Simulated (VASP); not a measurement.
# SnS (Pnma) in VASP: relaxation of cell and atoms with PBEsol

Aim: the relaxation of cell and atoms of SnS with PBEsol.

Program: VASP 6.6.1. These are calculated values, not measurements. Logs are shortened: lines on timing, memory, paths and dates and some standing lists are left out, and cuts for length are marked.

**1. The cell of the first run**

It takes space group Pnma (No. 62, orthorhombic). Conventional cell: a = 11.200 Å, b = 3.987 Å, c = 4.334 Å, α = 90.00°, β = 90.00°, γ = 90.00°. Sn (site symmetry m) has 6 S at 2.63 to 3.39 Å and 2 Sn at 3.49 Å within 3.5 Å. S (site symmetry m) has 6 Sn at 2.63 to 3.39 Å within 3.5 Å.

**2. Relaxation of cell and atoms, PBEsol**

Input file INCAR:

```
SYSTEM = SnS
PREC = Accurate
ENCUT = 500
EDIFF = 1E-7
ISMEAR = -1
SIGMA = 0.02
LREAL = .False.
LASPH = .True.
NELM = 120
ALGO = Normal
ISIF = 3
LWAVE = .False.
LCHARG = .False.
GGA = PS
IBRION = 2
NSW = 80
EDIFFG = -0.01
GGA_COMPAT = .False.
NELMIN = 4
KPAR = 4
```

Input file KPOINTS:

```
regular mesh
0
Gamma
  4 8 6
  0 0 0
```

Input file POSCAR:

```
SnS
1.0
   11.2000000000      0.0000000000      0.0000000000
    0.0000000000      3.9870000000      0.0000000000
    0.0000000000      0.0000000000      4.3340000000
Sn S
4 4
Direct
    0.1194000000      0.2500000000      0.1198000000
    0.3806000000      0.7500000000      0.6198000000
    0.6194000000      0.2500000000      0.3802000000
    0.8806000000      0.7500000000      0.8802000000
    0.8508000000      0.2500000000      0.4793000000
    0.6492000000      0.7500000000      0.9793000000
    0.3508000000      0.2500000000      0.0207000000
    0.1492000000      0.7500000000      0.5207000000
```

Potentials or basis: VASP PAW PBE potentials, release 64 (Sn_d, S).

The run is started by

```bash
> cat potpaw_PBE.64/Sn_d/POTCAR potpaw_PBE.64/S/POTCAR > POTCAR
> mpirun -np 4 vasp_std > vasp.out
```

OUTCAR:

```text
SYSTEM = SnS
   PREC = Accurate
   ENCUT = 500
   EDIFF = 1E-7
   ISMEAR = -1
   LREAL = .False.
   LASPH = .True.
   NELM = 120
   ISIF = 3
   GGA = PS
   IBRION = 2
   NSW = 80
   EDIFFG = -0.01
   NELMIN = 4

 ion  position               nearest neighbor table
   1  0.119  0.250  0.120-   7 2.63   8 2.67   8 2.67   4 3.49   4 3.49
   2  0.381  0.750  0.620-   8 2.63   7 2.67   7 2.67   3 3.49   3 3.49
   3  0.619  0.250  0.380-   5 2.63   6 2.67   6 2.67   2 3.49   2 3.49
   4  0.881  0.750  0.880-   6 2.63   5 2.67   5 2.67   1 3.49   1 3.49
   5  0.851  0.250  0.479-   3 2.63   4 2.67   4 2.67
   6  0.649  0.750  0.979-   4 2.63   3 2.67   3 2.67
   7  0.351  0.250  0.021-   1 2.63   2 2.67   2 2.67
   8  0.149  0.750  0.521-   2 2.63   1 2.67   1 2.67

  LATTYP: Found a simple orthorhombic cell.
 ALAT       =     3.9870000000
 B/A-ratio  =     1.0870328568
 C/A-ratio  =     2.8091296714

  Lattice vectors:

 A1 = (   0.0000000000,   3.9870000000,   0.0000000000)
 A2 = (   0.0000000000,   0.0000000000,   4.3340000000)
 A3 = (  11.2000000000,   0.0000000000,   0.0000000000)

Analysis of symmetry for initial positions (statically):
=====================================================================
 Subroutine PRICEL returns:
 Original cell was already a primitive cell.

 Routine SETGRP: Setting up the symmetry group for a
 simple orthorhombic supercell.

 Subroutine GETGRP returns: Found  8 space group operations
 (whereof  2 operations were pure point group operations)
 out of a pool of  8 trial point group operations.

The static configuration has the point symmetry S_2 .
 The point group associated with its full space group is D_2h.

Analysis of symmetry for dynamics (positions and initial velocities):
=====================================================================
 Subroutine PRICEL returns:
 Original cell was already a primitive cell.

 Routine SETGRP: Setting up the symmetry group for a
 simple orthorhombic supercell.

 Subroutine GETGRP returns: Found  8 space group operations
 (whereof  2 operations were pure point group operations)
 out of a pool of  8 trial point group operations.

The dynamic configuration has the point symmetry S_2 .
 The point group associated with its full space group is D_2h.

 Subroutine INISYM returns: Found  8 space group operations
[... 128 lines left out ...]
     AMIX     =   0.40;   BMIX     =  1.00
     AMIX_MAG =   1.60;   BMIX_MAG =  1.00
  volume/ion in A,a.u.               =      24.19       163.25
  Fermi-wavevector in a.u.,A,eV,Ry     =   1.219515  2.304549 20.234810  1.487217
  Thomas-Fermi vector in A             =   2.354764
   LORBIT       =      0    0 simple, 1 ext, 2 COOP (PROOUT), +10 PAW based schemes
   GGA     = PS    functional components
   LHFCALC =     F    Hartree Fock is set to
   AEXX    =    0.0000 exact exchange contribution
   IVDW    =     0    specifies the selected vdW correction
   LEPSILON=     F    determine dielectric tensor
   LRPA    =     F    only Hartree local field effects (RPA)
 conjugate gradient relaxation of ions
 non-spin polarized calculation
  energy-cutoff  :      500.00
  volume of cell :      193.53
 maximum number of plane-waves:      4936
 NGX is ok and might be reduce to    84
   NGX = 41   NGY = 15   NGZ = 15

--------------------------------------- Ionic step        1  -------------------------------------------

 number of electron      80.0000033 magnetization

 Free energy of the ion-electron system (eV)
  ---------------------------------------------------
  ext. energy  EPLUGINS =         0.00000000
  ---------------------------------------------------
  free energy    TOTEN  =       -38.36215711 eV

  energy without entropy =      -38.36215711  energy(sigma->0) =      -38.36215711

------------------------ aborting loop because EDIFF is reached ----------------------------------------

  FORCE on cell =-STRESS in cart. coord.  units (eV):
  Direction    XX          YY          ZZ          XY          YZ          ZX
  --------------------------------------------------------------------------------------
  -------------------------------------------------------------------------------------
  Total       -0.8432699     -1.0557849     -1.1389491      0.0000000     -0.0000000      0.0000000
  in kB       -6.9811027     -8.7404315     -9.4289149      0.0000000     -0.0000000      0.0000000
  external PRESSURE =      -8.3834830 kB  Pullay stress =       0.0000000 kB
[... 107 lines left out ...]
  FREE ENERGIE OF THE ION-ELECTRON SYSTEM (eV)
  ---------------------------------------------------
  free  energy   TOTEN  =       -38.3726568328 eV

  energy  without entropy=      -38.3726568327  energy(sigma->0) =      -38.37265683

[... ionic steps 4 to 10 ...]

--------------------------------------- Ionic step       11  -------------------------------------------

 number of electron      80.0000002 magnetization

------------------------ aborting loop because EDIFF is reached ----------------------------------------
[... 79 lines left out ...]
--------------------------------------- Ionic step       13  -------------------------------------------

 number of electron      80.0000010 magnetization

 Free energy of the ion-electron system (eV)
  ---------------------------------------------------
  ext. energy  EPLUGINS =         0.00000000
  ---------------------------------------------------
  free energy    TOTEN  =       -38.39028921 eV

  energy without entropy =      -38.39028921  energy(sigma->0) =      -38.39028921

 E-fermi :   6.8916     XC(G=0): -10.2099

 val. band max:        6.5020767775   @ k =   0.5000   0.0000   0.5000
 cond. band min:       7.2602247951   @ k =   0.0000   0.0000   0.0000
 fundamental gap:      0.7581480175
 Fermi energy:         6.8916199047

 k-point     1 :       0.0000    0.0000    0.0000
  band No.  band energies     occupation
      1     -14.7204      2.00000
      2     -14.6971      2.00000
      3     -14.6956      2.00000
      4     -14.6872      2.00000
      5     -14.6823      2.00000
      6     -14.6783      2.00000
[... 1213 lines left out ...]
     47      10.1189      0.00000
     48      10.1189      0.00000

 [... further k-points ...]

------------------------ aborting loop because EDIFF is reached ----------------------------------------

  FORCE on cell =-STRESS in cart. coord.  units (eV):
  Direction    XX          YY          ZZ          XY          YZ          ZX
  --------------------------------------------------------------------------------------
  -------------------------------------------------------------------------------------
  Total        0.0155190     -0.0398129     -0.0149494      0.0000000      0.0000000      0.0000000
  in kB        0.1328888     -0.3409180     -0.1280116      0.0000000      0.0000000      0.0000000
  external PRESSURE =      -0.1120136 kB  Pullay stress =       0.0000000 kB
[... 23 lines left out ...]
  FREE ENERGIE OF THE ION-ELECTRON SYSTEM (eV)
  ---------------------------------------------------
  free  energy   TOTEN  =       -38.3902892079 eV

  energy  without entropy=      -38.3902892078  energy(sigma->0) =      -38.39028921

 reached required accuracy - stopping structural energy minimisation
```

CONTCAR:

```text
SnS
   1.00000000000000
    11.0787009936960263    0.0000000000000000    0.0000000000000000
     0.0000000000000000    3.9824404302394147   -0.0000000000000000
     0.0000000000000000   -0.0000000000000000    4.2407863386824722
  Sn              S
     4     4
Direct
     0.1181650958727264    0.2500000000000000    0.1133867808843376
     0.3818349041272737    0.7500000000000000    0.6133867808843376
     0.6181650958727263    0.2500000000000000    0.3866132191156623
     0.8818349041272737    0.7500000000000000    0.8866132191156624
     0.8535291161193909    0.2500000000000000    0.4730210903320586
     0.6464708838806091    0.7500000000000000    0.9730210903320585
     0.3535291161193908    0.2500000000000000    0.0269789096679415
     0.1464708838806092    0.7500000000000000    0.5269789096679415

  0.00000000E+00  0.00000000E+00  0.00000000E+00
  0.00000000E+00  0.00000000E+00  0.00000000E+00
  0.00000000E+00  0.00000000E+00  0.00000000E+00
  0.00000000E+00  0.00000000E+00  0.00000000E+00
  0.00000000E+00  0.00000000E+00  0.00000000E+00
  0.00000000E+00  0.00000000E+00  0.00000000E+00
  0.00000000E+00  0.00000000E+00  0.00000000E+00
  0.00000000E+00  0.00000000E+00  0.00000000E+00
```

It took 21 min on 4 MPI ranks of Intel Xeon Platinum 8488C (Sapphire Rapids), shared host; peak memory 0.53 GiB.

What came out:

```
Free energy                           : -38.3903 eV
Relaxed volume                        : 23.39 Å³/atom
Relaxed cell                          : a = 11.079 Å, b = 3.982 Å, c = 4.241 Å, α = 90.00°, β = 90.00°, γ = 90.00°
Space group after relaxing (to 0.1 Å) : Pnma (No. 62)
Energy gained by relaxing             : 3.5 meV/atom
Ionic steps                           : 13
Pressure after relaxing               : 0.0 GPa
Largest force after relaxing          : 0.009 eV/Å
Band gap on the k mesh                : 0.76 eV (least direct gap 1.07 eV)
```

Forces on the atoms (eV/Å):
```
Sn   0.001  0.000 -0.009
Sn  -0.001  0.000 -0.009
Sn   0.001  0.000  0.009
Sn  -0.001  0.000  0.009
S   -0.002  0.000  0.001
S    0.002  0.000  0.001
S   -0.002  0.000 -0.001
S    0.002  0.000 -0.001
```

The path:
```
step  energy change (eV)  largest force (eV/Å)  pressure (GPa)  volume (Å³)
   1              0.0000                0.0743           -0.84       193.53
   2             -0.0105                0.1493            0.14       190.01
   3             -0.0105                0.1510            0.16       189.94
   4             -0.0179                0.0998            0.11       189.13
   5             -0.0244                0.0398            0.04       187.31
   6             -0.0265                0.0325           -0.05       187.21
   7             -0.0265                0.0326           -0.04       187.21
   8             -0.0273                0.0162            0.06       186.92
   9             -0.0274                0.0173            0.12       186.74
  10             -0.0277                0.0239           -0.08       187.29
  11             -0.0277                0.0205           -0.02       187.13
  12             -0.0279                0.0167           -0.02       187.12
  13             -0.0281                0.0095           -0.01       187.10
```

Final structure:
```yaml
crystal:
  lattice:
    - [11.07870, 0.00000, 0.00000]
    - [0.00000, 3.98244, 0.00000]
    - [0.00000, 0.00000, 4.24079]
  atoms:
    - { symbol: Sn, position: [0.11817, 0.25000, 0.11339] }
    - { symbol: Sn, position: [0.38183, 0.75000, 0.61339] }
    - { symbol: Sn, position: [0.61817, 0.25000, 0.38661] }
    - { symbol: Sn, position: [0.88183, 0.75000, 0.88661] }
    - { symbol: S, position: [0.85353, 0.25000, 0.47302] }
    - { symbol: S, position: [0.64647, 0.75000, 0.97302] }
    - { symbol: S, position: [0.35353, 0.25000, 0.02698] }
    - { symbol: S, position: [0.14647, 0.75000, 0.52698] }
```

Caveat: semilocal functionals underestimate gaps, and a narrow one can read as zero; the PAW data sets were made with another functional, which shifts forces and pressure a little; spin-orbit coupling is left out, which moves the levels of the heavy elements. A k mesh can miss the band edges.
